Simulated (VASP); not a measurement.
# GaAs (F-43m) in VASP: notebook

The runs below take GaAs through single point, with PBEsol.

Program: VASP 6.6.1. These are calculated values, not measurements. Logs are shortened: lines on timing, memory, paths and dates and some standing lists are left out, and cuts for length are marked.

### Step 1. The cell of the first run

Symmetry: F-43m, No. 216, cubic system. The conventional cell has a = 5.379 Å, b = 5.379 Å, c = 5.379 Å, α = 90.00°, β = 90.00°, γ = 90.00°. Ga (site symmetry -43m) has 4 As at 2.33 Å within 3.1 Å. As (site symmetry -43m) has 4 Ga at 2.33 Å within 3.1 Å.

### Step 2. Single point, PBEsol, non-collinear spin, zero start, spin-orbit coupling

Contents of INCAR:

```
  PREC = Accurate
  ENCUT = 520
  EDIFF = 1E-6
  ISMEAR = -1
  SIGMA = 0.01
  LREAL = F
  LASPH = T
  NELM = 150
  ALGO = Normal
  ISIF = 2
  LWAVE = F
  LCHARG = F
  MAGMOM = 0 0 0 0 0 0
  LORBIT = 11
  LSORBIT = T
  GGA_COMPAT = F
  LORBMOM = T
  GGA = PS
  NBANDS = 30
```

Contents of KPOINTS:

```
regular mesh
0
Gamma
  8 8 8
```

Contents of POSCAR:

```
GaAs
1.0
    2.6893400334      2.6893400334      0.0000000000
   -2.6893400334      2.6893400334      0.0000000000
    0.0000000000      2.6893400334      2.6893400334
Ga As
1 1
Direct
    0.0000000000      0.0000000000      0.0000000000
    0.7500000000      0.2500000000      0.5000000000
```

Potentials or basis: VASP PAW PBE potentials, release 64 (Ga_d, As).

Started as:

```console
$ cat potpaw_PBE.64/Ga_d/POTCAR potpaw_PBE.64/As/POTCAR > POTCAR
$ mpirun -np 1 vasp_ncl > vasp.out
```

OUTCAR:

```text
PREC = Accurate
   ENCUT = 520
   EDIFF = 1E-6
   ISMEAR = -1
   LREAL = F
   LASPH = T
   NELM = 150
   ISIF = 2
   LORBIT = 11
   LSORBIT = T
   GGA = PS

 ion  position               nearest neighbor table
   1  0.000  0.000  0.000-   2 2.33   2 2.33   2 2.33   2 2.33
   2  0.750  0.250  0.500-   1 2.33   1 2.33   1 2.33   1 2.33

  LATTYP: Found a face centered cubic cell.
 ALAT       =     5.3786800668

  Lattice vectors:

 A1 = (   0.0000000000,   2.6893400334,   2.6893400334)
 A2 = (   2.6893400334,   0.0000000000,   2.6893400334)
 A3 = (   2.6893400334,   2.6893400334,   0.0000000000)

Analysis of symmetry for initial positions (statically):
=====================================================================
 Subroutine PRICEL returns:
 Original cell was already a primitive cell.

 Routine SETGRP: Setting up the symmetry group for a
 face centered cubic supercell.

 Subroutine GETGRP returns: Found 24 space group operations
 (whereof 24 operations were pure point group operations)
 out of a pool of 48 trial point group operations.

The static configuration has the point symmetry T_d .

Analysis of symmetry for dynamics (positions and initial velocities):
=====================================================================
 Subroutine PRICEL returns:
 Original cell was already a primitive cell.

 Routine SETGRP: Setting up the symmetry group for a
 face centered cubic supercell.

 Subroutine GETGRP returns: Found 24 space group operations
 (whereof 24 operations were pure point group operations)
 out of a pool of 48 trial point group operations.

The dynamic configuration has the point symmetry T_d .

Analysis of structural, dynamic, and magnetic symmetry:
=====================================================================
 Subroutine PRICEL returns:
 Original cell was already a primitive cell.

 Routine SETGRP: Setting up the symmetry group for a
 face centered cubic supercell.

 Subroutine GETGRP returns: Found 24 space group operations
 (whereof 24 operations were pure point group operations)
 out of a pool of 48 trial point group operations.

The overall configuration has the point symmetry T_d .

 Subroutine INISYM returns: Found 24 space group operations
 (whereof 24 operations are pure point group operations),
 and found     1 'primitive' translations

----------------------------------------------------------------------------------------

                                     Primitive cell

  volume of cell :      38.9016

  direct lattice vectors                    reciprocal lattice vectors
     2.689340033  2.689340033  0.000000000     0.185919220  0.185919220 -0.185919220
    -2.689340033  2.689340033  0.000000000    -0.185919220  0.185919220 -0.185919220
     0.000000000  2.689340033  2.689340033     0.000000000  0.000000000  0.371838439

  length of vectors
     3.803301149  3.803301149  3.803301149     0.322021534  0.322021534  0.371838439

  position of ions in fractional coordinates (direct lattice)
     0.000000000  0.000000000  0.000000000
     0.750000000  0.250000000  0.500000000

  ion indices of the primitive-cell ions
   primitive index   ion index
                 1           1
                 2           2

----------------------------------------------------------------------------------------

 KPOINTS: regular mesh

Automatic generation of k-mesh.
 Grid dimensions read from file:
 generate k-points for:    8    8    8

 Generating k-lattice:

  Cartesian coordinates                     Fractional coordinates (reciprocal lattice)
     0.023239902  0.023239902 -0.023239902     0.125000000  0.000000000  0.000000000
    -0.023239902  0.023239902 -0.023239902     0.000000000  0.125000000  0.000000000
     0.000000000  0.000000000  0.046479805     0.000000000  0.000000000  0.125000000

  Length of vectors
     0.040252692  0.040252692  0.046479805

  Shift w.r.t. Gamma in fractional coordinates (k-lattice)
     0.000000000  0.000000000  0.000000000

 Subroutine IBZKPT returns following result:
 ===========================================

 Found     43 irreducible k-points:

 Following reciprocal coordinates:
            Coordinates               Weight
  0.000000  0.000000  0.000000      1.000000
  0.125000  0.000000  0.000000      4.000000
 -0.125000  0.000000  0.000000      4.000000
  0.250000  0.000000  0.000000      4.000000
 -0.250000  0.000000  0.000000      4.000000
  0.375000  0.000000  0.000000      4.000000
[... 33 lines left out ...]
   LSORBIT =      T    spin-orbit coupling
   LASPH  =      T    aspherical Exc in radial PAW
   ENCUT  =  520.0 eV  38.22 Ry    6.18 a.u.   7.07  7.07  7.07*2*pi/ulx,y,z
   NELM   =    150;   NELMIN=  2; NELMDL= -5     # of ELM steps
   EDIFF  = 0.1E-05   stopping-criterion for ELM
   LREAL  =      F    real-space projection
   EDIFFG = 0.1E-04   stopping-criterion for IOM
   NSW    =      0    number of steps for IOM
   IBRION =     -1    ionic relax: 0-MD 1-quasi-New 2-CG
   NFREE  =      0    steps in history (QN), initial steepest desc. (CG)
   ISIF   =      2    stress and relaxation
   ISYM   =      2    0-nonsym 1-usesym 2-fastsym
   POTIM  = 0.5000    time-step for ionic-motion
   TEBEG  =    0.0;   TEEND  =   0.0 temperature during run
   PSTRESS=    0.0 pullay stress
   NELECT =      18.0000    total number of electrons
   NUPDOWN=      -1.0000    fix difference up-down
   EMIN   =  10.00;   EMAX   =-10.00  energy-range for DOS
   EFERMI =   0.00;   METHOD = LEGACY
   ISMEAR =    -1;   SIGMA  =   0.01  broadening in eV -4-tet -1-fermi 0-gaus
   EFERMI_NEDOS =   21; number of points for ismear=-14 and -15
   IALGO  =     38    algorithm
   IMIX   =      4    mixing-type and parameters
     AMIX     =   0.40;   BMIX     =  1.00
     AMIX_MAG =   1.60;   BMIX_MAG =  1.00
  volume/ion in A,a.u.               =      19.45       131.26
  Fermi-wavevector in a.u.,A,eV,Ry     =   1.266222  2.392813 21.814477  1.603319
  Thomas-Fermi vector in A             =   2.399434
   LORBIT       =     11    0 simple, 1 ext, 2 COOP (PROOUT), +10 PAW based schemes
   GGA     = PS    functional components
   LHFCALC =     F    Hartree Fock is set to
   AEXX    =    0.0000 exact exchange contribution
   IVDW    =     0    specifies the selected vdW correction
   LEPSILON=     F    determine dielectric tensor
   LRPA    =     F    only Hartree local field effects (RPA)
  energy-cutoff  :      520.00
  volume of cell :       38.90
 maximum number of plane-waves:      2134
   NGX = 15   NGY = 15   NGZ = 15

 number of electron      17.9999993 magnetization       0.0000000      0.0000000     -0.0000000

 number of electron      17.9999993 magnetization       0.0000000      0.0000000      0.0000000

 number of electron      17.9999993 magnetization       0.0000000     -0.0000000     -0.0000000

 Free energy of the ion-electron system (eV)
  ---------------------------------------------------
  ext. energy  EPLUGINS =         0.00000000
  ---------------------------------------------------
  free energy    TOTEN  =        -8.83672575 eV

  energy without entropy =       -8.83672575  energy(sigma->0) =       -8.83672575

 E-fermi :   5.6837     XC(G=0): -10.4586

 val. band max:        5.4512018740   @ k =   0.0000   0.0000   0.0000
 cond. band min:       6.3585467322   @ k =   0.5000   0.5000   0.0000
 fundamental gap:      0.9073448582
 Fermi energy:         5.6836698370

 k-point     1 :       0.0000    0.0000    0.0000
  band No.  band energies     occupation
      1     -10.0286      1.00000
      2     -10.0286      1.00000
      3     -10.0286      1.00000
      4     -10.0286      1.00000
      5      -9.6231      1.00000
      6      -9.6231      1.00000
[... 781 lines left out ...]
     29      18.0335      0.00000
     30      18.0373      0.00000

 [... further k-points ...]
[... 5 lines left out ...]
  --------------------------------------------------------------------------------------
  -------------------------------------------------------------------------------------
  Total        3.7139587      3.7139587      3.7139587      0.0000000      0.0000000      0.0000000
  in kB      152.9609267    152.9609267    152.9609267      0.0000000      0.0000000      0.0000000
  external PRESSURE =     152.9609267 kB  Pullay stress =       0.0000000 kB

 VOLUME and BASIS-vectors are now :
 -----------------------------------------------------------------------------
  energy-cutoff  :      520.00
  volume of cell :       38.90
      direct lattice vectors                 reciprocal lattice vectors
     2.689340033  2.689340033  0.000000000     0.185919220  0.185919220 -0.185919220
    -2.689340033  2.689340033  0.000000000    -0.185919220  0.185919220 -0.185919220
     0.000000000  2.689340033  2.689340033     0.000000000  0.000000000  0.371838439

 POSITION                                       TOTAL-FORCE (eV/Angst)
 -----------------------------------------------------------------------------------
      0.00000      0.00000      0.00000         0.000000     -0.000000      0.000000
      1.34467      4.03401      1.34467        -0.000000      0.000000     -0.000000
 -----------------------------------------------------------------------------------
    total drift:                               -0.000001      0.000000     -0.000000

  FREE ENERGIE OF THE ION-ELECTRON SYSTEM (eV)
  ---------------------------------------------------
  free  energy   TOTEN  =        -8.8367257541 eV

  energy  without entropy=       -8.8367257541  energy(sigma->0) =       -8.83672575

 orbital moment (x)

 # of ion     p       d       tot
 ----------------------------------------
  1        -0.000   0.000  -0.000
  2        -0.000   0.000  -0.000
 ----------------------------------------
           -0.000   0.000  -0.000

 orbital moment (y)

 # of ion     p       d       tot
 ----------------------------------------
  1        -0.000  -0.000  -0.000
  2        -0.000   0.000  -0.000
 ----------------------------------------
           -0.000  -0.000  -0.000

 orbital moment (z)

 # of ion     p       d       tot
 ----------------------------------------
  1         0.000   0.000   0.000
  2         0.000   0.000   0.000
 ----------------------------------------
            0.000   0.000   0.000

 Spin-Orbit-Coupling matrix elements

 Ion:    1  E_soc:     -0.0130074
 l=   1
     0.0000000    -0.0013118    -0.0013118
    -0.0013118     0.0000000    -0.0013118
    -0.0013118    -0.0013118     0.0000000
 l=   2
     0.0000000    -0.0001719     0.0000000    -0.0001719    -0.0006842
    -0.0001719     0.0000000    -0.0005132    -0.0001719    -0.0001711
     0.0000000    -0.0005132     0.0000000    -0.0005132     0.0000000
    -0.0001719    -0.0001719    -0.0005132     0.0000000    -0.0001711
    -0.0006842    -0.0001711     0.0000000    -0.0001711     0.0000000
 l=   3
     0.0000000     0.0000000     0.0000000     0.0000000     0.0000000     0.0000000     0.0000000
     0.0000000     0.0000000     0.0000000     0.0000000     0.0000000     0.0000000     0.0000000
     0.0000000     0.0000000     0.0000000     0.0000000     0.0000000     0.0000000     0.0000000
     0.0000000     0.0000000     0.0000000     0.0000000     0.0000000     0.0000000     0.0000000
     0.0000000     0.0000000     0.0000000     0.0000000     0.0000000     0.0000000     0.0000000
     0.0000000     0.0000000     0.0000000     0.0000000     0.0000000     0.0000000     0.0000000
     0.0000000     0.0000000     0.0000000     0.0000000     0.0000000     0.0000000     0.0000000

 Ion:    2  E_soc:     -0.0233608
 l=   1
     0.0000000    -0.0038840    -0.0038840
    -0.0038840     0.0000000    -0.0038840
    -0.0038840    -0.0038840     0.0000000
 l=   2
     0.0000000    -0.0000042     0.0000000    -0.0000042    -0.0000052
    -0.0000042     0.0000000    -0.0000039    -0.0000042    -0.0000013
     0.0000000    -0.0000039     0.0000000    -0.0000039     0.0000000
    -0.0000042    -0.0000042    -0.0000039     0.0000000    -0.0000013
    -0.0000052    -0.0000013     0.0000000    -0.0000013     0.0000000
 l=   3
     0.0000000     0.0000000     0.0000000     0.0000000     0.0000000     0.0000000     0.0000000
     0.0000000     0.0000000     0.0000000     0.0000000     0.0000000     0.0000000     0.0000000
     0.0000000     0.0000000     0.0000000     0.0000000     0.0000000     0.0000000     0.0000000
     0.0000000     0.0000000     0.0000000     0.0000000     0.0000000     0.0000000     0.0000000
     0.0000000     0.0000000     0.0000000     0.0000000     0.0000000     0.0000000     0.0000000
     0.0000000     0.0000000     0.0000000     0.0000000     0.0000000     0.0000000     0.0000000
     0.0000000     0.0000000     0.0000000     0.0000000     0.0000000     0.0000000     0.0000000

 total charge

# of ion       s       p       d       tot
------------------------------------------
    1        0.893   0.969  10.027  11.889
    2        1.202   1.713   0.045   2.960
--------------------------------------------------
tot          2.095   2.682  10.072  14.849

 magnetization (x)

# of ion       s       p       d       tot
------------------------------------------
    1        0.000  -0.000  -0.000   0.000
    2       -0.000   0.000   0.000   0.000
--------------------------------------------------
tot          0.000   0.000  -0.000   0.000

 magnetization (y)

# of ion       s       p       d       tot
------------------------------------------
    1        0.000   0.000   0.000   0.000
    2        0.000  -0.000  -0.000  -0.000
--------------------------------------------------
tot          0.000  -0.000  -0.000   0.000

 magnetization (z)

# of ion       s       p       d       tot
------------------------------------------
    1        0.000  -0.000  -0.000  -0.000
    2        0.000   0.000   0.000   0.000
--------------------------------------------------
tot          0.000  -0.000  -0.000   0.000
```

It took 95 s on 1 thread of Intel Xeon Platinum 8375C at 2.90GHz (Ice Lake), shared host; peak memory 0.28 GiB.

Results:

- Free energy: -8.8367 eV
- Pressure: 15.3 GPa
- Net moment: 0.00 μB per cell
- Valence electrons inside the program's atomic spheres: Ga 11.89; As 2.96

Moments on the atoms (μB; x, y, z):
```
Ga  0.00 0.00 0.00
As  0.00 0.00 0.00
```

Caveat: the PAW data sets were made with another functional, which shifts forces and pressure a little.

### Step 3. Single point, PBEsol, non-collinear spin, zero start, spin-orbit coupling

This run uses another cell than the first one, of 20.26 Å³/atom, 1.042 times its volume.

Contents of INCAR:

```
ALGO = Normal ; EDIFF = 1E-6
ENCUT = 520 ; GGA = PS
GGA_COMPAT = F ; ISIF = 2
ISMEAR = -1 ; LASPH = T
LCHARG = F ; LORBIT = 11
LORBMOM = T ; LREAL = F
LSORBIT = T ; LWAVE = F
MAGMOM = 0 0 0 0 0 0 ; NBANDS = 30
NELM = 150 ; PREC = Accurate
SIGMA = 0.01
```

Contents of KPOINTS:

```
k-points
0
Gamma
  8 8 8
```

Contents of POSCAR:

```
GaAs
1.0
    2.7262403667      2.7262403667      0.0000000000
   -2.7262403667      2.7262403667      0.0000000000
    0.0000000000      2.7262403667      2.7262403667
Ga As
1 1
Direct
    0.0000000000      0.0000000000      0.0000000000
    0.7500000000      0.2500000000      0.5000000000
```

Potentials or basis: VASP PAW PBE potentials, release 64 (Ga_d, As).

Started as:

```console
$ cat potpaw_PBE.64/Ga_d/POTCAR potpaw_PBE.64/As/POTCAR > POTCAR
$ mpirun -np 1 vasp_ncl > vasp.out
```

It took 2.3 min on 1 thread of Intel Xeon Platinum 8375C at 2.90GHz (Ice Lake), shared host; peak memory 0.32 GiB.

The run converged. Its results:

```
Free energy                                           : -8.9651 eV
Pressure                                              : 10.3 GPa
Net moment                                            : 0.00 μB per cell
Valence electrons inside the program's atomic spheres : Ga 11.83; As 2.92
```

Moments on the atoms (μB; x, y, z):
```
Ga  0.00 0.00 0.00
As  0.00 0.00 0.00
```

Caveat: the PAW data sets were made with another functional, which shifts forces and pressure a little.

### Step 4. Single point, PBEsol, non-collinear spin, zero start, spin-orbit coupling

This run uses another cell than the first one, of 20.84 Å³/atom, 1.072 times its volume.

Contents of INCAR:

```
PREC = Accurate
ENCUT = 520
EDIFF = 1E-6
ISMEAR = -1
SIGMA = 0.01
LREAL = F
LASPH = T
NELM = 150
ALGO = Normal
ISIF = 2
LWAVE = F
LCHARG = F
LNONCOLLINEAR = T
MAGMOM = 0 0 0 0 0 0
LORBIT = 11
LSORBIT = T
GGA_COMPAT = F
LORBMOM = T
GGA = PS
NBANDS = 30
```

Contents of KPOINTS:

```
Automatic mesh
0
Gamma
  8 8 8
```

Contents of POSCAR:

```
GaAs
1.0
    2.7520912858      2.7520912858      0.0000000000
   -2.7520912858      2.7520912858      0.0000000000
    0.0000000000      2.7520912858      2.7520912858
Ga As
1 1
Direct
    0.0000000000      0.0000000000      0.0000000000
    0.7500000000      0.2500000000      0.5000000000
```

Started as:

```console
$ cat potpaw_PBE.64/Ga_d/POTCAR potpaw_PBE.64/As/POTCAR > POTCAR
$ mpirun -np 1 vasp_ncl > vasp.out
```

Wall time 2.1 min (1 thread of Intel Xeon Platinum 8375C at 2.90GHz (Ice Lake), shared host); peak memory 0.32 GiB.

Results (log left out):

- Free energy: -9.0282 eV
- Pressure: 7.2 GPa
- Net moment: 0.00 μB per cell
- Valence electrons inside the program's atomic spheres: Ga 11.79; As 2.90

Moments on the atoms (μB; x, y, z):
```
Ga  0.00 0.00 0.00
As  0.00 0.00 0.00
```

Caveat: the PAW data sets were made with another functional, which shifts forces and pressure a little.

### Step 5. The runs side by side

```csv
cell,pressure (GPa),moment (μB)
"a = 3.803 Å, angles 60.0, 60.0, 90.0°, 2 atoms",15.3,0.00
"a = 3.855 Å, angles 60.0, 60.0, 90.0°, 2 atoms",10.3,0.00
"a = 3.892 Å, angles 60.0, 60.0, 90.0°, 2 atoms",7.2,0.00
```

Alike in all rows: task single point; level PBEsol; potentials or basis VASP PAW PBE potentials, release 64 (Ga_d, As); spin non-collinear, zero start, SOC; k mesh 8 × 8 × 8; cutoff (eV) 520; smearing fermi-dirac 0.01 eV.

Caveats: the PAW data sets were made with another functional, which shifts forces and pressure a little.

Absolute energies hang on the potentials; compare differences alone.
